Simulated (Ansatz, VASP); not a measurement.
**One calculation of MnZn3, two programs**

The input INCAR:

```
PREC     = Accurate       # precision mode
ENCUT    = 500            # plane-wave cutoff, eV
EDIFF    = 1E-6           # SCF threshold, eV
ISMEAR   = 0              # smearing method
SIGMA    = 0.05           # smearing width, eV
LREAL    = F              # projectors in reciprocal space
LASPH    = T              # aspherical terms in the spheres
NELM     = 200            # most SCF steps
ALGO     = Normal         # electronic algorithm
ISIF     = 2              # what is computed and relaxed
LWAVE    = F              # write WAVECAR
LCHARG   = F              # write CHGCAR
ISPIN    = 2              # spin polarisation
MAGMOM   = 3.5 0 0 0      # initial moments
LORBIT   = 11             # projections on sites
LMAXMIX  = 4              # l up to which the mixer works
NBANDS   = 36             # bands
GGA_COMPAT= F
```

Contents of KPOINTS:

```
regular mesh
0
Gamma
  10 10 10
```

The input POSCAR:

```
MnZn3
1.0
    3.8600009844      0.0000000000      0.0000000000
    0.0000000000      3.8600009844      0.0000000000
    0.0000000000      0.0000000000      3.8600009844
Mn Zn
1 3
Direct
    0.0000000000      0.0000000000      0.0000000000
    0.0000000000      0.5000000000      0.5000000000
    0.5000000000      0.0000000000      0.5000000000
    0.5000000000      0.5000000000      0.0000000000
```

Input for Ansatz:

```yaml
crystal:
  lattice:
    - [3.8600009844, 0.0, 0.0]
    - [0.0, 3.8600009844, 0.0]
    - [0.0, 0.0, 3.8600009844]
  atoms:
    - { symbol: Mn, position: [0.0, 0.0, 0.0], spin: 3.5 }
    - { symbol: Zn, position: [0.0, 0.5, 0.5] }
    - { symbol: Zn, position: [0.5, 0.0, 0.5] }
    - { symbol: Zn, position: [0.5, 0.5, 0.0] }
basis:
  ecutwfc: 420
  ecutrho_ratio: 4
kpoints:
  mp_grid: { grid: [10, 10, 10] }
hamiltonian:
  xc: lda
scf:
  occupations: { method: gaussian, width: 0.05 }
output:
  forces: true
  stress: true
  eigenvalues: true
  populations: true
magnetization:
  spin_polarized: true
```

Alike in both runs: task single point; functional LDA; k mesh 10 × 10 × 10; occupations gaussian, width 0.05 eV; collinear spin.

|  | VASP | Ansatz |
| --- | --- | --- |
| version | VASP 6.6.1 | Ansatz 0.2.0 |
| potentials or method | VASP PAW LDA potentials, release 64 (Mn_pv, Zn), cutoff 500 eV | scalar-relativistic, plane waves, PAW |
| valence electrons in the cell | 49 | 51 |

```csv
,VASP,Ansatz,Ansatz less VASP
gap on the k mesh at the Fermi level (eV),none,none,-
pressure (GPa),-14.0,-14.0,0.00
net moment per atom (μB),0.63,0.65,+0.025
size of the moment on the site where the two differ most (μB),2.71,2.83,+0.122
```

LDA's correlation is that of Perdew and Zunger in VASP and of Perdew and Wang (1992) in Ansatz. Site moments also hang on the region over which each program counts them. A gap of «none» marks a metal or a gap that the smearing closes. VASP's potentials hold 49 valence electrons a cell and Ansatz's 51, so a difference there can come from the potentials and not from the codes.
